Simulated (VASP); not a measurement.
Set up this calculation in VASP 6.6.1, as the native input.

```yaml
Task: single point
Functional: PBEsol
Potentials_or_basis: VASP PAW PBE potentials, release 64 (Al, N)
Cutoff: 520 eV
k_mesh: 10 × 10 × 10
Occupations: gaussian, width 0.05 eV
Spin: no spin polarisation
Dipole_correction: no
Further_INCAR_settings: ALGO = Normal; EDIFF = 1e-06; NBANDS = 11
```

The structure of AlN lies in POSCAR:

```
AlN
1.0
    0.0000000000      2.0354507106      2.2652596618
    2.2652596618      0.0000000000      2.2652596618
    2.2652596618      2.0354507106      0.0000000000
Al N
1 1
Direct
    0.0000000000      0.0000000000      0.0000000000
    0.7500000000      0.7500000000      0.7500000000
```

This cell differs from its parent crystal: mode 4 frozen in at +0.000 Å, strain +e along z and -e/2 along x and y -0.0700.

These files were run (other wordings do the same):

INCAR

```
SYSTEM = AlN
PREC = Accurate
ENCUT = 520
EDIFF = 1E-6
ISMEAR = 0
SIGMA = 0.05
LREAL = .FALSE.
LASPH = .TRUE.
NELM = 60
ALGO = Normal
ISIF = 2
LWAVE = .FALSE.
LCHARG = .FALSE.
GGA = PS
NBANDS = 11
```

KPOINTS

```
Automatic mesh
0
G
  10 10 10
  0 0 0
```

Potentials or basis: VASP PAW PBE potentials, release 64 (Al, N).

Command:

```sh
$ cat potpaw_PBE.64/Al/POTCAR potpaw_PBE.64/N/POTCAR > POTCAR
$ mpirun -np 1 vasp_std > vasp.out
```

It gave:

| Property | Result |
| --- | --- |
| Pressure | -0.2 GPa |
| Band gap on the k mesh | 2.72 eV, indirect (least direct gap 3.82 eV) |

Caveat: the cell differs from its parent crystal (mode 4 frozen in at +0.000 Å, strain +e along z and -e/2 along x and y -0.0700); the PAW data sets were made with another functional, which shifts forces and pressure a little.

Run time: 7.7 s on 1 thread of Intel(R) Xeon(R) 6975P-C (Granite Rapids) (shared host), peak memory 0.14 GiB.
